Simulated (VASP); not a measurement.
# Cu3Au4 (Pm-3m) in VASP: a series of runs, part 2 of 2

VASP 6.6.1.

## 3. Relaxation of cell and atoms, PBE

This run uses another cell than the first one, of 13.75 Å³/atom.

The input, INCAR:

```
PREC = Accurate ; ENCUT = 600
EDIFF = 1E-7 ; ISMEAR = 0
SIGMA = 0.1 ; LREAL = False
LASPH = True ; NELM = 120
ALGO = Normal ; ISIF = 3
LWAVE = False ; LCHARG = False
GGA = PE ; IBRION = 2
NSW = 90 ; EDIFFG = -0.04
GGA_COMPAT = False ; NELMIN = 4
```

The input, KPOINTS:

```
Automatic mesh
0
Gamma
  4 4 4
```

The input, POSCAR:

```
Cu3Au4
1.0
    4.5825966200      0.0000000000      0.0000000000
    0.0000000000      4.5825966200      0.0000000000
    0.0000000000      0.0000000000      4.5825966200
Cu Au
3 4
Direct
    0.5000000000      0.5000000000      0.0000000000
    0.0000000000      0.5000000000      0.5000000000
    0.5000000000      0.0000000000      0.5000000000
    0.5000000000      0.5000000000      0.5000000000
    0.5000000000      0.0000000000      0.0000000000
    0.0000000000      0.5000000000      0.0000000000
    0.0000000000      0.0000000000      0.5000000000
```

Potentials or basis: VASP PAW PBE potentials, release 64 (Cu, Au).

On the command line:

```console
> cat potpaw_PBE.64/Cu/POTCAR potpaw_PBE.64/Au/POTCAR > POTCAR
> mpirun -np 1 vasp_std > vasp.out
```

OUTCAR:

```text
PREC = Accurate
   ENCUT = 600
   EDIFF = 1E-7
   ISMEAR = 0
   LREAL = False
   LASPH = True
   NELM = 120
   ISIF = 3
   GGA = PE
   IBRION = 2
   NSW = 90
   EDIFFG = -0.04
   NELMIN = 4

 ion  position               nearest neighbor table
   1  0.500  0.500  0.000-   4 2.29   5 2.29   6 2.29   4 2.29   5 2.29   6 2.29
   2  0.000  0.500  0.500-   4 2.29   6 2.29   7 2.29   6 2.29   7 2.29   4 2.29
   3  0.500  0.000  0.500-   4 2.29   5 2.29   7 2.29   5 2.29   4 2.29   7 2.29
   4  0.500  0.500  0.500-   1 2.29   2 2.29   3 2.29   1 2.29   3 2.29   2 2.29   5 3.24   5 3.24
                             6 3.24   6 3.24   5 3.24   7 3.24   5 3.24   7 3.24   6 3.24   7 3.24
   5  0.500  0.000  0.000-   1 2.29   3 2.29   3 2.29   1 2.29   7 3.24   4 3.24   4 3.24   7 3.24
                             6 3.24   4 3.24   6 3.24   4 3.24   6 3.24   7 3.24   7 3.24   6 3.24
   6  0.000  0.500  0.000-   1 2.29   2 2.29   2 2.29   1 2.29   7 3.24   4 3.24   4 3.24   7 3.24
                             5 3.24   7 3.24   7 3.24   5 3.24   4 3.24   5 3.24   4 3.24   5 3.24
   7  0.000  0.000  0.500-   2 2.29   3 2.29   2 2.29   3 2.29   6 3.24   5 3.24   6 3.24   4 3.24
                             4 3.24   6 3.24   6 3.24   5 3.24   4 3.24   5 3.24   5 3.24   4 3.24

  LATTYP: Found a simple cubic cell.
 ALAT       =     4.5825966200

  Lattice vectors:

 A1 = (   4.5825966200,   0.0000000000,   0.0000000000)
 A2 = (   0.0000000000,   4.5825966200,   0.0000000000)
 A3 = (   0.0000000000,   0.0000000000,   4.5825966200)

Analysis of symmetry for initial positions (statically):
=====================================================================
 Subroutine PRICEL returns:
 Original cell was already a primitive cell.

 Routine SETGRP: Setting up the symmetry group for a
 simple cubic supercell.

 Subroutine GETGRP returns: Found 48 space group operations
 (whereof 48 operations were pure point group operations)
 out of a pool of 48 trial point group operations.

The static configuration has the point symmetry O_h .

Analysis of symmetry for dynamics (positions and initial velocities):
=====================================================================
 Subroutine PRICEL returns:
 Original cell was already a primitive cell.

 Routine SETGRP: Setting up the symmetry group for a
 simple cubic supercell.

 Subroutine GETGRP returns: Found 48 space group operations
[... 129 lines left out ...]
 conjugate gradient relaxation of ions
 non-spin polarized calculation
 Gauss-broadening in eV      SIGMA  =   0.10
  energy-cutoff  :      600.00
  volume of cell :       96.24
 maximum number of plane-waves:      3221
 NGX is ok and might be reduce to    40
   NGX = 19   NGY = 19   NGZ = 19

--------------------------------------- Ionic step        1  -------------------------------------------

 number of electron      77.0000027 magnetization

 Free energy of the ion-electron system (eV)
  ---------------------------------------------------
  ext. energy  EPLUGINS =         0.00000000
  ---------------------------------------------------
  free energy    TOTEN  =       -16.32510308 eV

  energy without entropy =      -16.29134082  energy(sigma->0) =      -16.30822195

------------------------ aborting loop because EDIFF is reached ----------------------------------------

  FORCE on cell =-STRESS in cart. coord.  units (eV):
  Direction    XX          YY          ZZ          XY          YZ          ZX
  --------------------------------------------------------------------------------------
  -------------------------------------------------------------------------------------
  Total       39.4255345     39.4255345     39.4255345     -0.0000000     -0.0000000     -0.0000000
  in kB      656.3768889    656.3768889    656.3768889     -0.0000000     -0.0000000     -0.0000000
  external PRESSURE =     656.3768889 kB  Pullay stress =       0.0000000 kB
[... 28 lines left out ...]
--------------------------------------- Ionic step        2  -------------------------------------------

 number of electron      76.9999973 magnetization

 E-fermi :   1.4449     XC(G=0):  -9.0564

 val. band max:        1.3788148830   @ k =   0.5000   0.2500   0.0000
 cond. band min:       1.5517276264   @ k =   0.5000   0.2500   0.2500
 fundamental gap:      0.1729127434
 Fermi energy:         1.4448630179

 k-point     1 :       0.0000    0.0000    0.0000
  band No.  band energies     occupation
      1      -3.5490      2.00000
      2      -2.1480      2.00000
      3      -2.1480      2.00000
      4      -1.5270      2.00000
      5      -1.5270      2.00000
      6      -1.5270      2.00000
[... 601 lines left out ...]
--------------------------------------- Ionic step        5  -------------------------------------------

 number of electron      76.9999933 magnetization

 Free energy of the ion-electron system (eV)
  ---------------------------------------------------
  ext. energy  EPLUGINS =         0.00000000
  ---------------------------------------------------
  free energy    TOTEN  =       -21.60418517 eV

  energy without entropy =      -21.57105592  energy(sigma->0) =      -21.58762054

 E-fermi :   5.1756     XC(G=0): -11.1549

 val. band max:        5.1669807853   @ k =   0.5000   0.2500   0.2500
 cond. band min:       5.1990463559   @ k =   0.5000   0.2500   0.2500
 fundamental gap:      0.0320655706
 Fermi energy:         5.1755998585

 k-point     1 :       0.0000    0.0000    0.0000
  band No.  band energies     occupation
      1      -2.3116      2.00000
      2      -0.2529      2.00000
      3      -0.2529      2.00000
      4       0.3778      2.00000
      5       0.3778      2.00000
      6       0.3778      2.00000
[... 513 lines left out ...]
  FREE ENERGIE OF THE ION-ELECTRON SYSTEM (eV)
  ---------------------------------------------------
  free  energy   TOTEN  =       -21.6041851651 eV

  energy  without entropy=      -21.5710559152  energy(sigma->0) =      -21.58762054

 reached required accuracy - stopping structural energy minimisation
```

OSZICAR:

```text
N       E                     dE             d eps       ncg     rms          rms(c)
DAV:   1     0.902965434259E+03    0.90297E+03   -0.38998E+04   928   0.266E+03
DAV:   2     0.106416359692E+03   -0.79655E+03   -0.75115E+03   962   0.589E+02
DAV:   3    -0.136403684464E+02   -0.12006E+03   -0.11042E+03   984   0.228E+02
[... 82 lines left out ...]
DAV:   8    -0.216041876947E+02    0.10618E-04   -0.97941E-05  1290   0.720E-02    0.139E-02
DAV:   9    -0.216041872325E+02    0.46222E-06   -0.62629E-06  1024   0.280E-02    0.120E-02
DAV:  10    -0.216041852674E+02    0.19651E-05   -0.35559E-06  1250   0.503E-02    0.266E-03
DAV:  11    -0.216041851137E+02    0.15371E-06   -0.12911E-06  1326   0.153E-02    0.217E-03
DAV:  12    -0.216041851651E+02   -0.51386E-07   -0.10956E-07   524   0.558E-03
   5 F= -.21604185E+02 E0= -.21587621E+02  d E =-.527908E+01
```

Wall time 3.6 min (1 thread of Intel Xeon Platinum 8559C (Emerald Rapids), shared host); peak memory 0.26 GiB.

What came out:

```yaml
Free_energy: -21.6042 eV
Relaxed_volume: 18.84 Å³/atom
Relaxed_cell: a = 5.090 Å, b = 5.090 Å, c = 5.090 Å, α = 90.00°, β = 90.00°, γ = 90.00°
Space_group_after_relaxing_to_0.1_Å: Pm-3m (No. 221)
Energy_gained_by_relaxing: 754.2 meV/atom
Ionic_steps: 5
Pressure_after_relaxing: 0.0 GPa
Band_gap_on_the_k_mesh: zero (an odd number of electrons rules out a gap without spin polarisation)
```

The path:
| step | energy change (eV) | largest force (eV/Å) | pressure (GPa) | volume (Å³) |
| --- | --- | --- | --- | --- |
| 1 | 0.0000 | 0.0000 | 65.64 | 96.24 |
| 2 | -1.4989 | 0.0000 | -11.86 | 197.93 |
| 3 | -5.2594 | 0.0000 | -1.89 | 135.10 |
| 4 | -5.2745 | 0.0000 | -0.94 | 133.43 |
| 5 | -5.2791 | 0.0000 | 0.05 | 131.85 |

Final structure:
```cif
data_structure
_symmetry_space_group_name_H-M 'P 1'
_symmetry_Int_Tables_number 1
_cell_length_a 5.0897
_cell_length_b 5.0897
_cell_length_c 5.0897
_cell_angle_alpha 90.000
_cell_angle_beta 90.000
_cell_angle_gamma 90.000
_cell_volume 131.85
loop_
_atom_site_label
_atom_site_type_symbol
_atom_site_fract_x
_atom_site_fract_y
_atom_site_fract_z
_atom_site_occupancy
Cu1 Cu 0.50000 0.50000 0.00000 1
Cu2 Cu 0.00000 0.50000 0.50000 1
Cu3 Cu 0.50000 0.00000 0.50000 1
Au1 Au 0.50000 0.50000 0.50000 1
Au2 Au 0.50000 0.00000 0.00000 1
Au3 Au 0.00000 0.50000 0.00000 1
Au4 Au 0.00000 0.00000 0.50000 1
```

Caveat: the volume moved by over 15 % at a fixed basis, so the end points are rough; spin-orbit coupling is left out, which moves the levels of the heavy elements.
